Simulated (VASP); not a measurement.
Write the native input for VASP 6.6.1 that does the following.

* Task: single point
* Functional: PBE
* Potentials or basis: VASP PAW PBE potentials, release 64 (Na_pv, B)
* Cutoff: 520 eV
* k mesh: 6 × 6 × 2
* Occupations: gaussian, width 0.1 eV
* Spin: no spin polarisation
* Dipole correction: no
* Further INCAR settings: ALGO = Normal; EDIFF = 1e-07; NBANDS = 20

The structure of Na2B3 lies in POSCAR:

```
Na2B3
1.0
    3.1738717700      0.0000000000      0.0000000000
   -1.5869358800      2.7486535800      0.0000000000
    0.0000000000      0.0000000000     11.1861038600
Na B
2 3
Direct
    0.6666666700      0.3333333300      0.8495036400
    0.3333333300      0.6666666700      0.1504963600
    0.3333333300      0.6666666700      0.6560533900
    0.6666666700      0.3333333300      0.3439466100
    0.0000000000      0.0000000000      0.5000000000
```

One way to write it, as run:

INCAR

```
  PREC = Accurate
  ENCUT = 520
  EDIFF = 1E-7
  ISMEAR = 0
  SIGMA = 0.1
  LREAL = False
  LASPH = True
  NELM = 80
  ALGO = Normal
  ISIF = 2
  LWAVE = False
  LCHARG = False
  GGA = PE
  NBANDS = 20
```

KPOINTS

```
Automatic mesh
0
Gamma
  6 6 2
```

Potentials or basis: VASP PAW PBE potentials, release 64 (Na_pv, B).

Run with:

```console
$ cat potpaw_PBE.64/Na_pv/POTCAR potpaw_PBE.64/B/POTCAR > POTCAR
$ mpirun -np 1 vasp_std > vasp.out
```

It gave:

* Pressure: -10.9 GPa
* Largest force: 2.234 eV/Å

Caveat: the k points lie up to 0.38 Å⁻¹ apart; forces of over 1 eV/Å act on the atoms, so gaps and moduli don't describe the material at rest.

Wall time 20 s on 1 thread of Intel(R) Xeon(R) Platinum 8559C (Emerald Rapids), with other jobs on the host, peak memory 0.2 GiB.
